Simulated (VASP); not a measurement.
# SbP3 (P-6c2) in VASP: notebook

The runs below take SbP3 through single point, relaxation of cell and atoms, with PBE.

All numbers are computed with VASP 6.6.1; they aren't measurements. Logs are shortened: lines on timing, memory, paths and dates and some standing lists are left out, and cuts for length are marked.

## (1) The cell of the first run

It takes space group P-6c2 (No. 188, hexagonal). Conventional cell: a = 5.140 Å, b = 5.140 Å, c = 7.399 Å, α = 90.00°, β = 90.00°, γ = 120.00°. Within 3.3 Å of Sb (site symmetry 32) lie 6 P at 2.49 Å. Within 3.1 Å of P (site symmetry m) lie 4 P at 2.38 to 2.88 Å and 2 Sb at 2.49 Å.

The cell was built from a structure type or drawn by symmetry, and may not be a known phase.

## (2) Single point, PBE

File INCAR:

```
SYSTEM = SbP3
  PREC = Accurate
  ENCUT = 520
  EDIFF = 1E-6
  ISMEAR = 0
  SIGMA = 0.1
  LREAL = .False.
  LASPH = .True.
  NELM = 100
  ALGO = Normal
  ISIF = 2
  LWAVE = .False.
  LCHARG = .True.
  GGA = PE
  LELF = .True.
  LVHAR = .True.
  NBANDS = 30
```

File KPOINTS:

```
regular mesh
0
Gamma
  6 6 4
  0 0 0
```

File POSCAR:

```
SbP3
1.0
    5.1403693700      0.0000000000      0.0000000000
   -2.5701846800      4.4516904600      0.0000000000
    0.0000000000      0.0000000000      7.3987238800
Sb P
2 6
Direct
    0.3333333300      0.6666666700      0.5000000000
    0.3333333300      0.6666666700      0.0000000000
    0.0891516600      0.7886993100      0.7500000000
    0.2113006900      0.3004523500      0.7500000000
    0.6995476500      0.9108483400      0.7500000000
    0.6995476500      0.7886993100      0.2500000000
    0.2113006900      0.9108483400      0.2500000000
    0.0891516600      0.3004523500      0.2500000000
```

Potentials or basis: VASP PAW PBE potentials, release 64 (Sb, P).

Command:

```
$ cat potpaw_PBE.64/Sb/POTCAR potpaw_PBE.64/P/POTCAR > POTCAR
$ mpirun -np 1 vasp_std > vasp.out
```

OUTCAR:

```text
SYSTEM = SbP3
   PREC = Accurate
   ENCUT = 520
   EDIFF = 1E-6
   ISMEAR = 0
   LREAL = .False.
   LASPH = .True.
   NELM = 100
   ISIF = 2
   GGA = PE

 ion  position               nearest neighbor table
   1  0.333  0.667  0.500-   7 2.49   3 2.49   8 2.49   5 2.49   4 2.49   6 2.49   2 3.70   2 3.70

   2  0.333  0.667  0.000-   7 2.49   3 2.49   8 2.49   5 2.49   4 2.49   6 2.49   1 3.70   1 3.70

   3  0.089  0.789  0.750-   5 2.38   4 2.38   2 2.49   1 2.49   4 2.88   5 2.88
   4  0.211  0.300  0.750-   3 2.38   5 2.38   1 2.49   2 2.49   3 2.88   5 2.88
   5  0.700  0.911  0.750-   3 2.38   4 2.38   2 2.49   1 2.49   3 2.88   4 2.88
   6  0.700  0.789  0.250-   7 2.38   8 2.38   1 2.49   2 2.49   7 2.88   8 2.88
   7  0.211  0.911  0.250-   8 2.38   6 2.38   1 2.49   2 2.49   6 2.88   8 2.88
   8  0.089  0.300  0.250-   7 2.38   6 2.38   1 2.49   2 2.49   7 2.88   6 2.88

  LATTYP: Found a hexagonal cell.
 ALAT       =     5.1403693700
 C/A-ratio  =     1.4393370101

  Lattice vectors:

 A1 = (   5.1403693700,   0.0000000000,   0.0000000000)
 A2 = (  -2.5701846800,   4.4516904600,   0.0000000000)
 A3 = (   0.0000000000,   0.0000000000,   7.3987238800)

Analysis of symmetry for initial positions (statically):
=====================================================================
 Subroutine PRICEL returns:
 Original cell was already a primitive cell.

 Routine SETGRP: Setting up the symmetry group for a
 hexagonal supercell.

 Subroutine GETGRP returns: Found 12 space group operations
 (whereof  6 operations were pure point group operations)
 out of a pool of 24 trial point group operations.

The static configuration has the point symmetry D_3 .
 The point group associated with its full space group is D_3h.

Analysis of symmetry for dynamics (positions and initial velocities):
=====================================================================
 Subroutine PRICEL returns:
 Original cell was already a primitive cell.

 Routine SETGRP: Setting up the symmetry group for a
 hexagonal supercell.

 Subroutine GETGRP returns: Found 12 space group operations
 (whereof  6 operations were pure point group operations)
 out of a pool of 24 trial point group operations.

The dynamic configuration has the point symmetry D_3 .
 The point group associated with its full space group is D_3h.

 Subroutine INISYM returns: Found 12 space group operations
 (whereof  6 operations are pure point group operations),
 and found     1 'primitive' translations

----------------------------------------------------------------------------------------

                                     Primitive cell

  volume of cell :     169.3075

  direct lattice vectors                    reciprocal lattice vectors
     5.140369370  0.000000000  0.000000000     0.194538549  0.112316884  0.000000000
    -2.570184680  4.451690460  0.000000000     0.000000000  0.224633768  0.000000000
     0.000000000  0.000000000  7.398723880     0.000000000  0.000000000  0.135158443

  length of vectors
     5.140369370  5.140369368  7.398723880     0.224633767  0.224633768  0.135158443

  position of ions in fractional coordinates (direct lattice)
     0.333333330  0.666666670  0.500000000
     0.333333330  0.666666670  0.000000000
     0.089151660  0.788699310  0.750000000
     0.211300690  0.300452350  0.750000000
     0.699547650  0.910848340  0.750000000
     0.699547650  0.788699310  0.250000000
     0.211300690  0.910848340  0.250000000
     0.089151660  0.300452350  0.250000000

  ion indices of the primitive-cell ions
   primitive index   ion index
                 1           1
                 2           2
                 3           3
                 4           4
                 5           5
                 6           6
                 7           7
                 8           8

----------------------------------------------------------------------------------------

 KPOINTS: regular mesh

Automatic generation of k-mesh.
 Grid dimensions read from file:
 generate k-points for:    6    6    4

 Generating k-lattice:

  Cartesian coordinates                     Fractional coordinates (reciprocal lattice)
     0.032423092  0.018719481  0.000000000     0.166666667  0.000000000  0.000000000
     0.000000000  0.037438961  0.000000000     0.000000000  0.166666667  0.000000000
     0.000000000  0.000000000  0.033789611     0.000000000  0.000000000  0.250000000

  Length of vectors
     0.037438961  0.037438961  0.033789611

  Shift w.r.t. Gamma in fractional coordinates (k-lattice)
     0.000000000  0.000000000  0.000000000

 Subroutine IBZKPT returns following result:
 ===========================================

 Found     21 irreducible k-points:

 Following reciprocal coordinates:
            Coordinates               Weight
  0.000000  0.000000  0.000000      1.000000
  0.166667 -0.000000  0.000000      6.000000
  0.333333  0.000000  0.000000      6.000000
  0.500000  0.000000  0.000000      3.000000
  0.166667  0.166667  0.000000      6.000000
  0.333333  0.166667  0.000000     12.000000
[... 13 lines left out ...]
  0.333333  0.166667  0.500000     12.000000
  0.333333  0.333333  0.500000      2.000000
   k-points           NKPTS =     21   k-points in BZ     NKDIM =     21   number of bands    NBANDS=     30
   number of dos      NEDOS =    301   number of ions     NIONS =      8
   total plane-waves  NPLWV =  89600
   dimension x,y,z NGX =    40 NGY =   40 NGZ =   56
   dimension x,y,z NGXF=    80 NGYF=   80 NGZF=  112
   ions per type =               2   6
   NGX,Y,Z   is equivalent  to a cutoff of  12.94, 12.94, 12.58 a.u.
   NGXF,Y,Z  is equivalent  to a cutoff of  25.87, 25.87, 25.17 a.u.
 SYSTEM =  SbP3
   PREC   = accura    normal or accurate (medium, high low for compatibility)
   ISTART =      0    job   : 0-new  1-cont  2-samecut
   ICHARG =      2    charge: 1-file 2-atom 10-const
   ISPIN  =      1    spin polarized calculation?
   LNONCOLLINEAR =      F non collinear calculations
   LSORBIT =      F    spin-orbit coupling
   LASPH  =      T    aspherical Exc in radial PAW
   ENCUT  =  520.0 eV  38.22 Ry    6.18 a.u.   9.56  9.56 13.76*2*pi/ulx,y,z
   NELM   =    100;   NELMIN=  2; NELMDL= -5     # of ELM steps
   EDIFF  = 0.1E-05   stopping-criterion for ELM
   LREAL  =      F    real-space projection
[... 7 lines left out ...]
   TEBEG  =    0.0;   TEEND  =   0.0 temperature during run
   PSTRESS=    0.0 pullay stress
   NELECT =      40.0000    total number of electrons
   NUPDOWN=      -1.0000    fix difference up-down
   EMIN   =  10.00;   EMAX   =-10.00  energy-range for DOS
   EFERMI =   0.00;   METHOD = LEGACY
   ISMEAR =     0;   SIGMA  =   0.10  broadening in eV -4-tet -1-fermi 0-gaus
   EFERMI_NEDOS =   21; number of points for ismear=-14 and -15
   IALGO  =     38    algorithm
   IMIX   =      4    mixing-type and parameters
     AMIX     =   0.40;   BMIX     =  1.00
     AMIX_MAG =   1.60;   BMIX_MAG =  1.00
  volume/ion in A,a.u.               =      21.16       142.82
  Fermi-wavevector in a.u.,A,eV,Ry     =   1.012052  1.912501 13.935755  1.024249
  Thomas-Fermi vector in A             =   2.145138
   LORBIT       =      0    0 simple, 1 ext, 2 COOP (PROOUT), +10 PAW based schemes
   GGA     = PE    functional components
   LHFCALC =     F    Hartree Fock is set to
   AEXX    =    0.0000 exact exchange contribution
   IVDW    =     0    specifies the selected vdW correction
   LEPSILON=     F    determine dielectric tensor
   LRPA    =     F    only Hartree local field effects (RPA)
 non-spin polarized calculation
 Gauss-broadening in eV      SIGMA  =   0.10
  energy-cutoff  :      520.00
  volume of cell :      169.31
 maximum number of plane-waves:      4611
 NGX is ok and might be reduce to    40
   NGX = 19   NGY = 19   NGZ = 27

 number of electron      39.9999997 magnetization

 Free energy of the ion-electron system (eV)
  ---------------------------------------------------
  ext. energy  EPLUGINS =         0.00000000
  ---------------------------------------------------
  free energy    TOTEN  =       -33.72293592 eV

  energy without entropy =      -33.70117841  energy(sigma->0) =      -33.71205717

 E-fermi :   7.1826     XC(G=0):  -9.6070

 val. band max:        7.1339103194   @ k =   0.3333   0.0000   0.2500
 cond. band min:       7.1944188094   @ k =   0.1667   0.1667   0.2500
 fundamental gap:      0.0605084900
 Fermi energy:         7.1825843324

 k-point     1 :       0.0000    0.0000    0.0000
  band No.  band energies     occupation
      1      -8.6126      2.00000
      2      -7.1629      2.00000
      3      -4.4064      2.00000
      4      -2.9104      2.00000
      5      -2.5413      2.00000
      6      -2.5413      2.00000
[... 22 lines left out ...]
     29      12.0374      0.00000
     30      12.1957      0.00000

 k-point     2 :       0.1667   -0.0000    0.0000
  band No.  band energies     occupation
      1      -8.4699      2.00000
      2      -7.0042      2.00000
      3      -4.3413      2.00000
      4      -4.2165      2.00000
      5      -2.9415      2.00000
      6      -2.6428      2.00000
[... 22 lines left out ...]
     29      11.0078      0.00000
     30      11.4384      0.00000

 k-point     3 :       0.3333    0.0000    0.0000
  band No.  band energies     occupation
      1      -8.0916      2.00000
      2      -6.5605      2.00000
      3      -5.4408      2.00000
      4      -4.2393      2.00000
      5      -4.1994      2.00000
      6      -2.8727      2.00000
[... 583 lines left out ...]
     29      11.1552      0.00000
     30      11.3016      0.00000

 k-point    21 :       0.3333    0.3333    0.5000
  band No.  band energies     occupation
      1      -6.9495      2.00000
      2      -6.9495      2.00000
      3      -5.9842      2.00000
      4      -5.9842      2.00000
      5      -2.8769      2.00000
      6      -2.8769      2.00000
[... 22 lines left out ...]
     29      11.1946      0.00000
     30      11.1946      0.00000

------------------------ aborting loop because EDIFF is reached ----------------------------------------

  FORCE on cell =-STRESS in cart. coord.  units (eV):
  Direction    XX          YY          ZZ          XY          YZ          ZX
  --------------------------------------------------------------------------------------
  -------------------------------------------------------------------------------------
  Total       13.0729453     13.0729453     34.1718368      0.0000000     -0.0000000      0.0000000
  in kB      123.7108867    123.7108867    323.3722887      0.0000001     -0.0000000      0.0000000
  external PRESSURE =     190.2646874 kB  Pullay stress =       0.0000000 kB

 VOLUME and BASIS-vectors are now :
 -----------------------------------------------------------------------------
  energy-cutoff  :      520.00
  volume of cell :      169.31
      direct lattice vectors                 reciprocal lattice vectors
     5.140369370  0.000000000  0.000000000     0.194538549  0.112316884  0.000000000
    -2.570184680  4.451690460  0.000000000     0.000000000  0.224633768  0.000000000
     0.000000000  0.000000000  7.398723880     0.000000000  0.000000000  0.135158443

 POSITION                                       TOTAL-FORCE (eV/Angst)
 -----------------------------------------------------------------------------------
     -0.00000      2.96779      3.69936         0.000000     -0.000000      0.000000
     -0.00000      2.96779      0.00000         0.000000     -0.000000      0.000000
     -1.56883      3.51105      5.54904        -2.601438      1.066817     -0.000000
      0.31395      1.33752      5.54904         0.376829     -2.786320      0.000000
      1.25488      4.05481      5.54904         2.224610      1.719503     -0.000000
      1.56883      3.51105      1.84968         2.601438      1.066817     -0.000000
     -1.25488      4.05481      1.84968        -2.224610      1.719503     -0.000000
     -0.31395      1.33752      1.84968        -0.376829     -2.786320     -0.000000
 -----------------------------------------------------------------------------------
    total drift:                                0.000005     -0.000005     -0.000000

  FREE ENERGIE OF THE ION-ELECTRON SYSTEM (eV)
  ---------------------------------------------------
  free  energy   TOTEN  =       -33.7229359206 eV

  energy  without entropy=      -33.7011784120  energy(sigma->0) =      -33.71205717
```

It took 70 s on 1 thread of Intel Xeon Platinum 8488C (Sapphire Rapids), shared host; peak memory 0.32 GiB.

Results:

* Free energy: -33.7229 eV
* Pressure: 19.0 GPa
* Largest force: 2.812 eV/Å
* Band gap on the k mesh: zero (bands 20 and 21 overlap by 1.42 eV)

Forces in eV/Å, atoms in the order of the input:
```
Sb   0.000  0.000  0.000
Sb   0.000  0.000  0.000
P   -2.601  1.067  0.000
P    0.377 -2.786  0.000
P    2.225  1.720  0.000
P    2.601  1.067  0.000
P   -2.225  1.720  0.000
P   -0.377 -2.786  0.000
```

Stress tensor (GPa, compression positive):
```
12.37  0.00  0.00
 0.00 12.37  0.00
 0.00  0.00 32.34
```

Caveat: the cell stands under pressure; spin-orbit coupling is left out, which moves the levels of the heavy elements; forces of over 1 eV/Å act on the atoms, so gaps and moduli don't describe the material at rest.

(Continued in part 2 of 2.)
